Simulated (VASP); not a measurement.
Co, 2 atoms in the cell. Symmetry: P6_3/mmc, No. 194, hexagonal system. Conventional cell: a = 2.427 Å, b = 2.427 Å, c = 3.920 Å, α = 90.00°, β = 90.00°, γ = 120.00°. Co (site symmetry -6m2) has 12 Co at 2.41 to 2.43 Å within 3.2 Å. 

| Quantity | Value |
| --- | --- |
| Program | VASP 6.6.1 |
| Task | single point |
| Functional | LDA |
| Potentials or basis | VASP PAW LDA potentials, release 64 (Co) |
| Cutoff | 520 eV |
| k mesh | 9 × 9 × 6 |
| Occupations | gaussian, width 0.1 eV |
| Spin | collinear spin, ferromagnetic start |
| Starting moments | [1.76, 1.76] μB |
| Dipole correction | no |
| Further INCAR settings | ALGO = Fast; EDIFF = 1e-06; NBANDS = 20 |

Potentials or basis: VASP PAW LDA potentials, release 64 (Co).

The run is started by

```bash
$ cat potpaw_LDA.64/Co/POTCAR > POTCAR
$ mpirun -np 1 vasp_std > vasp.out
```

Hardware: 1 thread of Intel(R) Xeon(R) Platinum 8259CL CPU @ 2.50GHz (Skylake/Cascade Lake), on a shared host.

Q: How long does it take, and how much memory?

A: Wall time 38 s on 1 thread of Intel(R) Xeon(R) Platinum 8259CL CPU @ 2.50GHz (Skylake/Cascade Lake) (shared host), peak memory 0.14 GiB. Counts: scf iterations 14, k points 48.
